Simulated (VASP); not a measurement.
# Al2BP3 (I-4m2) in VASP: notebook, part 2 of 2

VASP 6.6.1. The steps go on from the part before.

## 3. Single point, PBE

This run uses another cell than the first one, of 17.62 Å³/atom, 1.067 times its volume.

INCAR reads:

```
SYSTEM = Al2BP3
ALGO = Normal ; EDIFF = 1E-6
ENCUT = 520 ; GGA = PE
ISIF = 2 ; ISMEAR = 0
LASPH = .True. ; LCHARG = .True.
LELF = .True. ; LREAL = .False.
LVHAR = .True. ; LWAVE = .False.
NBANDS = 21 ; NELM = 100
PREC = Accurate ; SIGMA = 0.02
```

KPOINTS reads:

```
k-points
0
Gamma
  10 10 10
  0 0 0
```

POSCAR reads:

```
Al2BP3
1.0
   -1.8115283790      1.8115283790      8.0554756010
    1.8115283790     -1.8115283790      8.0554756010
    1.8115283790      1.8115283790     -8.0554756010
Al B P
2 1 3
Direct
    0.6592466296      0.6592466296      0.0000000000
    0.3407533704      0.3407533704      0.0000000000
    0.0000000000      0.0000000000      0.0000000000
    0.5668026261      0.0668026261      0.5000000000
    0.2500000000      0.7500000000      0.5000000000
    0.9331973739      0.4331973739      0.5000000000
```

Potentials or basis: VASP PAW PBE potentials, release 64 (Al, B, P).

On the command line:

```console
cat potpaw_PBE.64/Al/POTCAR potpaw_PBE.64/B/POTCAR potpaw_PBE.64/P/POTCAR > POTCAR
mpirun -np 1 vasp_std > vasp.out
```

OUTCAR:

```text
SYSTEM = Al2BP3
   EDIFF = 1E-6
   ENCUT = 520
   GGA = PE
   ISIF = 2
   ISMEAR = 0
   LASPH = .True.
   LREAL = .False.
   NELM = 100
   PREC = Accurate

 ion  position               nearest neighbor table
   1  0.659  0.659  0.000-   5 2.33   5 2.33   4 2.35   4 2.35
   2  0.341  0.341  0.000-   5 2.33   5 2.33   6 2.35   6 2.35
   3  0.000  0.000  0.000-   4 2.11   6 2.11   4 2.11   6 2.11
   4  0.567  0.067  0.500-   3 2.11   3 2.11   1 2.35   1 2.35
   5  0.250  0.750  0.500-   2 2.33   1 2.33   2 2.33   1 2.33
   6  0.933  0.433  0.500-   3 2.11   3 2.11   2 2.35   2 2.35

  LATTYP: Found a body centered tetragonal cell.
 ALAT       =     3.6230567580
 C/A-ratio  =     4.4467841047

  Lattice vectors:

 A1 = (  -1.8115283790,   1.8115283790,   8.0554756010)
 A2 = (   1.8115283790,  -1.8115283790,   8.0554756010)
 A3 = (   1.8115283790,   1.8115283790,  -8.0554756010)

Analysis of symmetry for initial positions (statically):
=====================================================================
 Subroutine PRICEL returns:
 Original cell was already a primitive cell.

 Routine SETGRP: Setting up the symmetry group for a
 body centered tetragonal supercell.

 Subroutine GETGRP returns: Found  8 space group operations
 (whereof  8 operations were pure point group operations)
 out of a pool of 16 trial point group operations.

The static configuration has the point symmetry D_2d.

Analysis of symmetry for dynamics (positions and initial velocities):
=====================================================================
 Subroutine PRICEL returns:
 Original cell was already a primitive cell.

 Routine SETGRP: Setting up the symmetry group for a
 body centered tetragonal supercell.

 Subroutine GETGRP returns: Found  8 space group operations
 (whereof  8 operations were pure point group operations)
 out of a pool of 16 trial point group operations.

The dynamic configuration has the point symmetry D_2d.

 Subroutine INISYM returns: Found  8 space group operations
 (whereof  8 operations are pure point group operations),
 and found     1 'primitive' translations

----------------------------------------------------------------------------------------

                                     Primitive cell

  volume of cell :     105.7405

  direct lattice vectors                    reciprocal lattice vectors
    -1.811528379  1.811528379  8.055475601     0.000000000  0.276010029  0.062069582
     1.811528379 -1.811528379  8.055475601     0.276010029  0.000000000  0.062069582
     1.811528379  1.811528379 -8.055475601     0.276010029  0.276010029  0.000000000

  length of vectors
     8.453044262  8.453044262  8.453044262     0.282903109  0.282903109  0.390337126

  position of ions in fractional coordinates (direct lattice)
     0.659246630  0.659246630  0.000000000
     0.340753370  0.340753370  0.000000000
     0.000000000  0.000000000  0.000000000
     0.566802626  0.066802626  0.500000000
     0.250000000  0.750000000  0.500000000
     0.933197374  0.433197374  0.500000000

  ion indices of the primitive-cell ions
   primitive index   ion index
                 1           1
                 2           2
                 3           3
                 4           4
                 5           5
                 6           6
[... 30 lines left out ...]
  0.100000  0.000000  0.000000      8.000000
  0.200000  0.000000  0.000000      8.000000
  0.300000  0.000000  0.000000      8.000000
  0.400000  0.000000  0.000000      8.000000
  0.500000 -0.000000  0.000000      4.000000
[... 16 lines left out ...]
  0.300000  0.300000  0.000000      8.000000
  0.400000  0.300000  0.000000     16.000000
 [... further k-points ...]
   k-points           NKPTS =    102   k-points in BZ     NKDIM =    102   number of bands    NBANDS=     21
   number of dos      NEDOS =    301   number of ions     NIONS =      6
   total plane-waves  NPLWV = 262144
   dimension x,y,z NGX =    64 NGY =   64 NGZ =   64
   dimension x,y,z NGXF=   128 NGYF=  128 NGZF=  128
   ions per type =               2   1   3
   NGX,Y,Z   is equivalent  to a cutoff of  12.59, 12.59, 12.59 a.u.
   NGXF,Y,Z  is equivalent  to a cutoff of  25.17, 25.17, 25.17 a.u.
 SYSTEM =  Al2BP3
   PREC   = accura    normal or accurate (medium, high low for compatibility)
   ISTART =      0    job   : 0-new  1-cont  2-samecut
   ICHARG =      2    charge: 1-file 2-atom 10-const
   ISPIN  =      1    spin polarized calculation?
   LNONCOLLINEAR =      F non collinear calculations
   LSORBIT =      F    spin-orbit coupling
   LASPH  =      T    aspherical Exc in radial PAW
   ENCUT  =  520.0 eV  38.22 Ry    6.18 a.u.  15.72 15.72 15.72*2*pi/ulx,y,z
   NELM   =    100;   NELMIN=  2; NELMDL= -5     # of ELM steps
   EDIFF  = 0.1E-05   stopping-criterion for ELM
   LREAL  =      F    real-space projection
   EDIFFG = 0.1E-04   stopping-criterion for IOM
   NSW    =      0    number of steps for IOM
   IBRION =     -1    ionic relax: 0-MD 1-quasi-New 2-CG
   NFREE  =      0    steps in history (QN), initial steepest desc. (CG)
   ISIF   =      2    stress and relaxation
   ISYM   =      2    0-nonsym 1-usesym 2-fastsym
   POTIM  = 0.5000    time-step for ionic-motion
   TEBEG  =    0.0;   TEEND  =   0.0 temperature during run
   PSTRESS=    0.0 pullay stress
   NELECT =      24.0000    total number of electrons
   NUPDOWN=      -1.0000    fix difference up-down
   EMIN   =  10.00;   EMAX   =-10.00  energy-range for DOS
   EFERMI =   0.00;   METHOD = LEGACY
   ISMEAR =     0;   SIGMA  =   0.02  broadening in eV -4-tet -1-fermi 0-gaus
   EFERMI_NEDOS =   21; number of points for ismear=-14 and -15
   IALGO  =     38    algorithm
   IMIX   =      4    mixing-type and parameters
     AMIX     =   0.40;   BMIX     =  1.00
     AMIX_MAG =   1.60;   BMIX_MAG =  1.00
  volume/ion in A,a.u.               =      17.62       118.93
  Fermi-wavevector in a.u.,A,eV,Ry     =   0.998615  1.887109 13.568164  0.997232
  Thomas-Fermi vector in A             =   2.130850
   LORBIT       =      0    0 simple, 1 ext, 2 COOP (PROOUT), +10 PAW based schemes
   GGA     = PE    functional components
   LHFCALC =     F    Hartree Fock is set to
   AEXX    =    0.0000 exact exchange contribution
   IVDW    =     0    specifies the selected vdW correction
   LEPSILON=     F    determine dielectric tensor
   LRPA    =     F    only Hartree local field effects (RPA)
 non-spin polarized calculation
 Gauss-broadening in eV      SIGMA  =   0.02
  energy-cutoff  :      520.00
  volume of cell :      105.74
 maximum number of plane-waves:      2878
   NGX = 31   NGY = 31   NGZ = 31

 number of electron      23.9999999 magnetization

 Free energy of the ion-electron system (eV)
  ---------------------------------------------------
  ext. energy  EPLUGINS =         0.00000000
  ---------------------------------------------------
  free energy    TOTEN  =       -32.35028972 eV

  energy without entropy =      -32.35028972  energy(sigma->0) =      -32.35028972

 E-fermi :   5.6896     XC(G=0):  -9.6084

 val. band max:        5.5507399285   @ k =   0.0000   0.0000   0.0000
 cond. band min:       6.4487557486   @ k =   0.5000   0.5000   0.5000
 fundamental gap:      0.8980158200
 Fermi energy:         5.6895729933

 k-point     1 :       0.0000    0.0000    0.0000
  band No.  band energies     occupation
      1      -7.4875      2.00000
      2      -5.7169      2.00000
      3      -5.1488      2.00000
      4       0.3870      2.00000
      5       0.6083      2.00000
      6       2.1697      2.00000
[... 565 lines left out ...]
     20      11.3874      0.00000
     21      12.1653      0.00000

 [... further k-points ...]

------------------------ aborting loop because EDIFF is reached ----------------------------------------

  FORCE on cell =-STRESS in cart. coord.  units (eV):
  Direction    XX          YY          ZZ          XY          YZ          ZX
  --------------------------------------------------------------------------------------
  -------------------------------------------------------------------------------------
  Total       -0.0822395     -0.0822395     -0.0745792      0.0000000      0.0000000      0.0000000
  in kB       -1.2460899     -1.2460899     -1.1300211      0.0000000      0.0000000      0.0000000
  external PRESSURE =      -1.2074003 kB  Pullay stress =       0.0000000 kB

 VOLUME and BASIS-vectors are now :
 -----------------------------------------------------------------------------
  energy-cutoff  :      520.00
  volume of cell :      105.74
      direct lattice vectors                 reciprocal lattice vectors
    -1.811528379  1.811528379  8.055475601     0.000000000  0.276010029  0.062069582
     1.811528379 -1.811528379  8.055475601     0.276010029  0.000000000  0.062069582
     1.811528379  1.811528379 -8.055475601     0.276010029  0.276010029  0.000000000

 POSITION                                       TOTAL-FORCE (eV/Angst)
 -----------------------------------------------------------------------------------
      0.00000      0.00000     10.62109         0.000000     -0.000000      0.004169
      0.00000      0.00000      5.48986         0.000000     -0.000000     -0.004169
      0.00000      0.00000      0.00000        -0.000000      0.000000     -0.000000
      0.00000      1.81153      1.07625        -0.000000      0.000000      0.008482
      1.81153      0.00000      4.02774        -0.000000      0.000000      0.000000
      0.00000      1.81153      6.97922        -0.000000      0.000000     -0.008482
 -----------------------------------------------------------------------------------
    total drift:                               -0.000000      0.000000      0.000000

  FREE ENERGIE OF THE ION-ELECTRON SYSTEM (eV)
  ---------------------------------------------------
  free  energy   TOTEN  =       -32.3502897247 eV

  energy  without entropy=      -32.3502897247  energy(sigma->0) =      -32.35028972
```

Wall time 8.1 min (1 thread of Intel Xeon 6975P-C (Granite Rapids), shared host); peak memory 0.65 GiB.

Results:

| Property | Result |
| --- | --- |
| Free energy | -32.3503 eV |
| Pressure | -0.1 GPa |
| Largest force | 0.008 eV/Å |
| Band gap on the k mesh | 0.90 eV, indirect (least direct gap 1.05 eV) |

Forces in eV/Å, atoms in the order of the input:
```
Al   0.000  0.000  0.004
Al   0.000  0.000 -0.004
B    0.000  0.000  0.000
P    0.000  0.000  0.008
P    0.000  0.000  0.000
P    0.000  0.000 -0.008
```

A k mesh can miss the band edges.
